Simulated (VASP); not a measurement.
The system is Cd.

```xyz
2
Lattice="2.9789 0.0000 0.0000 -1.4894 2.5798 0.0000 0.0000 0.0000 5.6177" Properties=species:S:1:pos:R:3 pbc="T T T"
Cd    0.0000    1.7199    1.4044
Cd    1.4894    0.8599    4.2132
```

- Program: VASP 6.6.1
- Task: relaxation of volume and atoms at fixed shape
- Functional: LDA
- Potentials or basis: VASP PAW LDA potentials, release 64 (Cd)
- Cutoff: 600 eV
- k mesh: 9 × 9 × 4
- Occupations: fermi-dirac, width 0.05 eV
- Spin: no spin polarisation

At the start: pressure -3.5 GPa; volume 21.59 Å³/atom.

Where does the relaxation end?

Over 3 steps the energy falls by 15.8 meV/atom and the volume is 20.24 Å³/atom (-6.2 %); space group P6_3/mmc (No. 194, to 0.1 Å) before and after.

The path:
```tsv
step	energy change (eV)	largest force (eV/Å)	pressure (GPa)	volume (Å³)
1	0.0000	0.0000	-3.47	43.17
2	-0.0314	0.0000	0.29	40.31
3	-0.0316	0.0000	0.00	40.49
```

Final structure:
```xyz
2
Lattice="2.9158 0.0000 0.0000 -1.4579 2.5251 0.0000 0.0000 0.0000 5.4987" Properties=species:S:1:pos:R:3 pbc="T T T"
Cd    0.0000    1.6834    1.3747
Cd    1.4579    0.8417    4.1240
```
